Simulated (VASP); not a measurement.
Here is a VASP 6.6.1 calculation.

File INCAR:

```
SYSTEM = Zn12H
PREC     = Accurate       ! precision mode
ENCUT    = 520            ! plane-wave cutoff, eV
EDIFF    = 1E-7           ! SCF threshold, eV
ISMEAR   = 0              ! smearing method
SIGMA    = 0.15           ! smearing width, eV
LREAL    = .False.        ! projectors in reciprocal space
LASPH    = .True.         ! aspherical terms in the spheres
NELM     = 60             ! most SCF steps
ALGO     = Normal         ! electronic algorithm
ISIF     = 2              ! what is computed and relaxed
LWAVE    = .False.        ! write WAVECAR
LCHARG   = .False.        ! write CHGCAR
GGA      = PE             ! functional
NBANDS   = 84             ! bands
```

The input KPOINTS:

```
regular mesh
0
Gamma
  5 3 4
  0 0 0
```

The input POSCAR:

```
Zn12H
1.0
    5.3200000000      0.0000000000      0.0000000000
   -3.9900000000      6.9108830000      0.0000000000
    0.0000000000      0.0000000000      4.9369600000
Zn H
12 1
Direct
   -0.0127472998      0.0031331742      0.0149494831
    0.1465559799      0.2083921837      0.5381362215
   -0.0115776661      0.3419220091     -0.0123314752
    0.1574546504      0.5580385314      0.4992402207
   -0.0071216996      0.6748813429      0.0340454450
    0.1734002680      0.8969587533      0.5083373169
    0.4927144153      0.0083633307      0.0181390977
    0.6719639192      0.2202631704      0.5030984655
    0.4941215750      0.3359553331     -0.0173677729
    0.6828492640      0.5715353595      0.5413884253
    0.4873898270      0.6763972129     -0.0231472404
    0.6554342777      0.8834512174      0.4887503646
    0.3995569327      0.3967290432      0.3268803069
```

Potentials or basis: VASP PAW PBE potentials, release 64 (Zn, H).

Launch:

```sh
$ cat potpaw_PBE.64/Zn/POTCAR potpaw_PBE.64/H/POTCAR > POTCAR
$ mpirun -np 1 vasp_std > vasp.out
```

Q: Predict the largest force.

A: 0.083 eV/Å.

Q: Estimate the pressure.

A: 3.3 GPa.

Q: Predict the band gap on the k mesh.

A: Zero (an odd number of electrons rules out a gap without spin polarisation).

Forces in eV/Å, atoms in the order of the input:
```
Zn  -0.009  0.001 -0.002
Zn  -0.008 -0.004  0.021
Zn  -0.006  0.007  0.010
Zn  -0.001 -0.001 -0.010
Zn  -0.010  0.006 -0.002
Zn  -0.006  0.003 -0.003
Zn  -0.007  0.005 -0.004
Zn  -0.001  0.004 -0.001
Zn  -0.006  0.003  0.004
Zn   0.000  0.009  0.016
Zn  -0.012  0.002  0.007
Zn  -0.002 -0.001 -0.005
H    0.069 -0.035 -0.032
```
